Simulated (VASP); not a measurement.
Write the native input for VASP 6.6.1 that does the following.

- Task: single point
- Functional: PBEsol
- Potentials or basis: VASP PAW PBE potentials, release 64 (Zr_sv, S)
- Cutoff: 520 eV
- k mesh: 6 × 6 × 6
- Occupations: fermi-dirac, width 0.05 eV
- Spin: no spin polarisation
- Hubbard terms: Zr d U = 3.0 eV
- Dipole correction: no
- Further INCAR settings: ALGO = Normal; EDIFF = 1e-06; NBANDS = 32

The structure of Zr3S2 lies in POSCAR:

```
Zr3S2
1.0
    2.8831517182      1.6645884206      3.4786546494
   -2.8831517182      1.6645884206      3.4786546494
    0.0000000000     -3.3291768412      3.4786546494
Zr S
3 2
Direct
    0.8384272627      0.5000000000      0.1615727373
    0.5000000000      0.1615727373      0.8384272627
    0.1615727373      0.8384272627      0.5000000000
    0.6642634500      0.6642634500      0.6642634500
    0.3357365500      0.3357365500      0.3357365500
```

These files were run (other wordings do the same):

INCAR

```
  PREC = Accurate
  ENCUT = 520
  EDIFF = 1E-6
  ISMEAR = -1
  SIGMA = 0.05
  LREAL = False
  LASPH = True
  NELM = 150
  ALGO = Normal
  ISIF = 2
  LWAVE = False
  LCHARG = False
  LMAXMIX = 4
  LDAU = True
  LDAUTYPE = 2
  LDAUL = 2 -1
  LDAUU = 3 0
  LDAUJ = 0 0
  LDAUPRINT = 1
  GGA = PS
  NBANDS = 32
```

KPOINTS

```
regular mesh
0
Gamma
  6 6 6
```

Potentials or basis: VASP PAW PBE potentials, release 64 (Zr_sv, S).

The run is started by

```console
$ cat potpaw_PBE.64/Zr_sv/POTCAR potpaw_PBE.64/S/POTCAR > POTCAR
$ mpirun -np 1 vasp_std > vasp.out
```

It gave:

```yaml
Pressure: 2.3 GPa
Largest_force: 0.040 eV/Å
Band_gap_on_the_k_mesh: zero (bands 24 and 25 overlap by 0.27 eV)
```

Caveat: the PAW data sets were made with another functional, which shifts forces and pressure a little; U without spin polarisation on a metal has little footing.

Run time: 33 s on 1 thread of Intel(R) Xeon(R) 6975P-C (Granite Rapids), on a shared host, peak memory 0.24 GiB.
